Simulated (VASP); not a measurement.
# Ca3Ge (Pm-3m) in VASP: notebook, part 2 of 2

VASP 6.6.1.

## 4. Relaxation of cell and atoms, PBE

This run uses another cell than the first one, of 28.74 Å³/atom.

Contents of INCAR:

```
  PREC = Accurate
  ENCUT = 600
  EDIFF = 1E-6
  ISMEAR = 0
  SIGMA = 0.1
  LREAL = F
  LASPH = T
  NELM = 100
  ALGO = Fast
  ISIF = 3
  LWAVE = F
  LCHARG = F
  GGA = PE
  IBRION = 2
  NSW = 100
  EDIFFG = -0.01
```

Contents of KPOINTS:

```
Automatic mesh
0
Gamma
  10 10 10
```

Contents of POSCAR:

```
Ca3Ge
1.0
    4.8625949906      0.0000000000      0.0000000000
    0.0000000000      4.8625949906      0.0000000000
    0.0000000000      0.0000000000      4.8625949906
Ca Ge
3 1
Direct
    0.0000000000      0.5000000000      0.5000000000
    0.5000000000      0.0000000000      0.5000000000
    0.5000000000      0.5000000000      0.0000000000
    0.0000000000      0.0000000000      0.0000000000
```

Potentials or basis: VASP PAW PBE potentials, release 64 (Ca_sv, Ge_d).

Command:

```
$ cat potpaw_PBE.64/Ca_sv/POTCAR potpaw_PBE.64/Ge_d/POTCAR > POTCAR
$ mpirun -np 1 vasp_std > vasp.out
```

OUTCAR:

```text
PREC = Accurate
   ENCUT = 600
   EDIFF = 1E-6
   ISMEAR = 0
   LREAL = F
   LASPH = T
   NELM = 100
   ISIF = 3
   GGA = PE
   IBRION = 2
   NSW = 100
   EDIFFG = -0.01

 ion  position               nearest neighbor table
   1  0.000  0.500  0.500-
   2  0.500  0.000  0.500-
   3  0.500  0.500  0.000-
   4  0.000  0.000  0.000-

  LATTYP: Found a simple cubic cell.
 ALAT       =     4.8625949906

  Lattice vectors:

 A1 = (   4.8625949906,   0.0000000000,   0.0000000000)
 A2 = (   0.0000000000,   4.8625949906,   0.0000000000)
 A3 = (   0.0000000000,   0.0000000000,   4.8625949906)

Analysis of symmetry for initial positions (statically):
=====================================================================
 Subroutine PRICEL returns:
 Original cell was already a primitive cell.

 Routine SETGRP: Setting up the symmetry group for a
 simple cubic supercell.

 Subroutine GETGRP returns: Found 48 space group operations
 (whereof 48 operations were pure point group operations)
 out of a pool of 48 trial point group operations.

The static configuration has the point symmetry O_h .

Analysis of symmetry for dynamics (positions and initial velocities):
=====================================================================
 Subroutine PRICEL returns:
 Original cell was already a primitive cell.

 Routine SETGRP: Setting up the symmetry group for a
 simple cubic supercell.

 Subroutine GETGRP returns: Found 48 space group operations
 (whereof 48 operations were pure point group operations)
 out of a pool of 48 trial point group operations.

The dynamic configuration has the point symmetry O_h .

 Subroutine INISYM returns: Found 48 space group operations
 (whereof 48 operations are pure point group operations),
 and found     1 'primitive' translations

----------------------------------------------------------------------------------------

                                     Primitive cell

  volume of cell :     114.9752

  direct lattice vectors                    reciprocal lattice vectors
     4.862594991  0.000000000  0.000000000     0.205651510  0.000000000  0.000000000
     0.000000000  4.862594991  0.000000000     0.000000000  0.205651510  0.000000000
     0.000000000  0.000000000  4.862594991     0.000000000  0.000000000  0.205651510

  length of vectors
     4.862594991  4.862594991  4.862594991     0.205651510  0.205651510  0.205651510

  position of ions in fractional coordinates (direct lattice)
     0.000000000  0.500000000  0.500000000
     0.500000000  0.000000000  0.500000000
     0.500000000  0.500000000  0.000000000
     0.000000000  0.000000000  0.000000000

  ion indices of the primitive-cell ions
   primitive index   ion index
                 1           1
                 2           2
                 3           3
                 4           4

[... 31 lines left out ...]
  0.300000  0.000000  0.000000      6.000000
  0.400000  0.000000  0.000000      6.000000
  0.500000  0.000000  0.000000      3.000000
[... 16 lines left out ...]
  0.200000  0.100000  0.100000     24.000000
  0.300000  0.100000  0.100000     24.000000
 [... further k-points ...]
   k-points           NKPTS =     56   k-points in BZ     NKDIM =     56   number of bands    NBANDS=     26
   number of dos      NEDOS =    301   number of ions     NIONS =      4
   total plane-waves  NPLWV =  64000
   dimension x,y,z NGX =    40 NGY =   40 NGZ =   40
   dimension x,y,z NGXF=    80 NGYF=   80 NGZF=   80
   ions per type =               3   1
   NGX,Y,Z   is equivalent  to a cutoff of  13.68, 13.68, 13.68 a.u.
   NGXF,Y,Z  is equivalent  to a cutoff of  27.35, 27.35, 27.35 a.u.
 SYSTEM =  unknown system
   PREC   = accura    normal or accurate (medium, high low for compatibility)
   ISTART =      0    job   : 0-new  1-cont  2-samecut
   ICHARG =      2    charge: 1-file 2-atom 10-const
   ISPIN  =      1    spin polarized calculation?
   LNONCOLLINEAR =      F non collinear calculations
   LSORBIT =      F    spin-orbit coupling
   LASPH  =      T    aspherical Exc in radial PAW
   ENCUT  =  600.0 eV  44.10 Ry    6.64 a.u.   9.71  9.71  9.71*2*pi/ulx,y,z
   NELM   =    100;   NELMIN=  2; NELMDL= -5     # of ELM steps
   EDIFF  = 0.1E-05   stopping-criterion for ELM
   LREAL  =      F    real-space projection
   EDIFFG = -.1E-01   stopping-criterion for IOM
   NSW    =    100    number of steps for IOM
   IBRION =      2    ionic relax: 0-MD 1-quasi-New 2-CG
   NFREE  =      1    steps in history (QN), initial steepest desc. (CG)
   ISIF   =      3    stress and relaxation
   ISYM   =      2    0-nonsym 1-usesym 2-fastsym
   POTIM  = 0.5000    time-step for ionic-motion
   TEBEG  =    0.0;   TEEND  =   0.0 temperature during run
   PSTRESS=    0.0 pullay stress
   NELECT =      44.0000    total number of electrons
   NUPDOWN=      -1.0000    fix difference up-down
   EMIN   =  10.00;   EMAX   =-10.00  energy-range for DOS
   EFERMI =   0.00;   METHOD = LEGACY
   ISMEAR =     0;   SIGMA  =   0.10  broadening in eV -4-tet -1-fermi 0-gaus
   EFERMI_NEDOS =   21; number of points for ismear=-14 and -15
   IALGO  =     68    algorithm
   IMIX   =      4    mixing-type and parameters
     AMIX     =   0.40;   BMIX     =  1.00
     AMIX_MAG =   1.60;   BMIX_MAG =  1.00
  volume/ion in A,a.u.               =      28.74       193.97
  Fermi-wavevector in a.u.,A,eV,Ry     =   1.188569  2.246069 19.220890  1.412696
  Thomas-Fermi vector in A             =   2.324695
   LORBIT       =      0    0 simple, 1 ext, 2 COOP (PROOUT), +10 PAW based schemes
   GGA     = PE    functional components
   LHFCALC =     F    Hartree Fock is set to
   AEXX    =    0.0000 exact exchange contribution
   IVDW    =     0    specifies the selected vdW correction
   LEPSILON=     F    determine dielectric tensor
   LRPA    =     F    only Hartree local field effects (RPA)
 conjugate gradient relaxation of ions
 non-spin polarized calculation
 RMM-DIIS sequential band-by-band and
 Gauss-broadening in eV      SIGMA  =   0.10
  energy-cutoff  :      600.00
  volume of cell :      114.98
 maximum number of plane-waves:      3887
 NGX is ok and might be reduce to    40
   NGX = 19   NGY = 19   NGZ = 19

--------------------------------------- Ionic step        1  -------------------------------------------

 number of electron      44.0000026 magnetization

 Free energy of the ion-electron system (eV)
  ---------------------------------------------------
  ext. energy  EPLUGINS =         0.00000000
  ---------------------------------------------------
  free energy    TOTEN  =       -11.55582331 eV

  energy without entropy =      -11.55115977  energy(sigma->0) =      -11.55349154

------------------------ aborting loop because EDIFF is reached ----------------------------------------

  FORCE on cell =-STRESS in cart. coord.  units (eV):
  Direction    XX          YY          ZZ          XY          YZ          ZX
  --------------------------------------------------------------------------------------
  -------------------------------------------------------------------------------------
  Total        0.0416440      0.0416440      0.0416440      0.0000000      0.0000000      0.0000000
  in kB        0.5803080      0.5803080      0.5803080      0.0000000      0.0000000      0.0000000
  external PRESSURE =       0.5803080 kB  Pullay stress =       0.0000000 kB
[... 101 lines left out ...]
--------------------------------------- Ionic step        4  -------------------------------------------

 number of electron      44.0000024 magnetization

 Free energy of the ion-electron system (eV)
  ---------------------------------------------------
  ext. energy  EPLUGINS =         0.00000000
  ---------------------------------------------------
  free energy    TOTEN  =       -11.55658513 eV

  energy without entropy =      -11.55192540  energy(sigma->0) =      -11.55425526

 E-fermi :   3.2061     XC(G=0):  -9.0224

 val. band max:        3.1444602433   @ k =   0.4000   0.3000   0.3000
 cond. band min:       3.2082921007   @ k =   0.5000   0.5000   0.4000
 fundamental gap:      0.0638318574
 Fermi energy:         3.2060957424

 k-point     1 :       0.0000    0.0000    0.0000
  band No.  band energies     occupation
      1     -38.0426      2.00000
      2     -37.9730      2.00000
      3     -37.9730      2.00000
      4     -20.1614      2.00000
      5     -20.1614      2.00000
      6     -20.1614      2.00000
[... 685 lines left out ...]
     25       4.8947      0.00000
     26       5.2223      0.00000

 [... further k-points ...]

------------------------ aborting loop because EDIFF is reached ----------------------------------------

  FORCE on cell =-STRESS in cart. coord.  units (eV):
  Direction    XX          YY          ZZ          XY          YZ          ZX
  --------------------------------------------------------------------------------------
  -------------------------------------------------------------------------------------
  Total       -0.0020199     -0.0020199     -0.0020199      0.0000000     -0.0000000      0.0000000
  in kB       -0.0279220     -0.0279220     -0.0279220      0.0000000     -0.0000000      0.0000000
  external PRESSURE =      -0.0279220 kB  Pullay stress =       0.0000000 kB
[... 19 lines left out ...]
  FREE ENERGIE OF THE ION-ELECTRON SYSTEM (eV)
  ---------------------------------------------------
  free  energy   TOTEN  =       -11.5565851256 eV

  energy  without entropy=      -11.5519254006  energy(sigma->0) =      -11.55425526

 reached required accuracy - stopping structural energy minimisation
```

OSZICAR:

```text
N       E                     dE             d eps       ncg     rms          rms(c)
DAV:   1     0.493187912645E+03    0.49319E+03   -0.24025E+04  3176   0.279E+03
DAV:   2     0.436917812826E+02   -0.44950E+03   -0.44467E+03  2922   0.731E+02
DAV:   3    -0.654431593856E+01   -0.50236E+02   -0.49623E+02  3966   0.177E+02
DAV:   4    -0.114715218213E+02   -0.49272E+01   -0.48868E+01  4190   0.516E+01
[... 84 lines left out ...]
RMM:   4    -0.115565830309E+02   -0.94717E-06   -0.16082E-04  3658   0.100E-01    0.143E-02
RMM:   5    -0.115565837653E+02   -0.73438E-06   -0.89061E-05  4100   0.533E-02    0.773E-03
RMM:   6    -0.115565822662E+02    0.14991E-05   -0.26732E-05  3713   0.397E-02    0.201E-03
RMM:   7    -0.115565844053E+02   -0.21391E-05   -0.23089E-05  3095   0.210E-02    0.211E-03
RMM:   8    -0.115565851256E+02   -0.72026E-06   -0.96775E-06  2910   0.162E-02
   4 F= -.11556585E+02 E0= -.11554255E+02  d E =-.761818E-03
```

CONTCAR:

```text
Ca3Ge
   1.00000000000000
     4.8756180164291560    0.0000000000000000    0.0000000000000000
     0.0000000000000000    4.8756180164291560    0.0000000000000000
     0.0000000000000000    0.0000000000000000    4.8756180164291560
  Ca              Ge
     3     1
Direct
     0.0000000000000000    0.5000000000000000    0.5000000000000000
     0.5000000000000000    0.0000000000000000    0.5000000000000000
     0.5000000000000000    0.5000000000000000    0.0000000000000000
     0.0000000000000000    0.0000000000000000    0.0000000000000000

  0.00000000E+00  0.00000000E+00  0.00000000E+00
  0.00000000E+00  0.00000000E+00  0.00000000E+00
  0.00000000E+00  0.00000000E+00  0.00000000E+00
  0.00000000E+00  0.00000000E+00  0.00000000E+00
```

Run time: 10 min. Hardware: 1 thread of Intel Xeon Platinum 8488C (Sapphire Rapids), shared host; peak memory 0.39 GiB.

Results:

- Free energy: -11.5566 eV
- Relaxed volume: 28.98 Å³/atom
- Relaxed cell: a = 4.876 Å, b = 4.876 Å, c = 4.876 Å, α = 90.00°, β = 90.00°, γ = 90.00°
- Space group after relaxing (to 0.1 Å): Pm-3m (No. 221)
- Energy gained by relaxing: 0.2 meV/atom
- Ionic steps: 4
- Pressure after relaxing: 0.0 GPa
- Band gap on the k mesh: zero (bands 22 and 23 overlap by 0.26 eV)

Step by step:
```csv
step,energy change (eV),largest force (eV/Å),pressure (GPa),volume (Å³)
1,0.0000,0.0000,0.06,114.98
2,-0.0002,0.0000,0.24,115.15
3,-0.0007,0.0000,0.07,115.67
4,-0.0008,0.0000,0.00,115.90
```

Final structure:
```
CELL_PARAMETERS angstrom
4.87562 0.00000 0.00000
0.00000 4.87562 0.00000
0.00000 0.00000 4.87562
ATOMIC_POSITIONS crystal
Ca 0.00000 0.50000 0.50000
Ca 0.50000 0.00000 0.50000
Ca 0.50000 0.50000 0.00000
Ge 0.00000 0.00000 0.00000
```

## 5. Summary

```tsv
task	cell	k mesh	cutoff (eV)	gap on the mesh (eV)	pressure (GPa)	relaxed volume (Å³/atom)
relaxation of cell and atoms	relaxed from a = 4.643 Å, 4 atoms	4 × 4 × 4	600	none	0.0	28.97
single point	a = 4.870 Å, 4 atoms	10 × 10 × 10	520	none	0.0	-
relaxation of cell and atoms	relaxed from a = 4.863 Å, 4 atoms	10 × 10 × 10	600	none	0.0	28.98
```

Alike in all rows: level PBE; potentials or basis VASP PAW PBE potentials, release 64 (Ca_sv, Ge_d); no spin polarisation; smearing gaussian 0.1 eV.

Caveats: the volume moved by over 15 % at a fixed basis, so the end points are rough (at least some runs).

Absolute energies hang on the potentials; compare differences alone.

The gap in the log of VASP goes by the Fermi energy; the results here count the filled bands.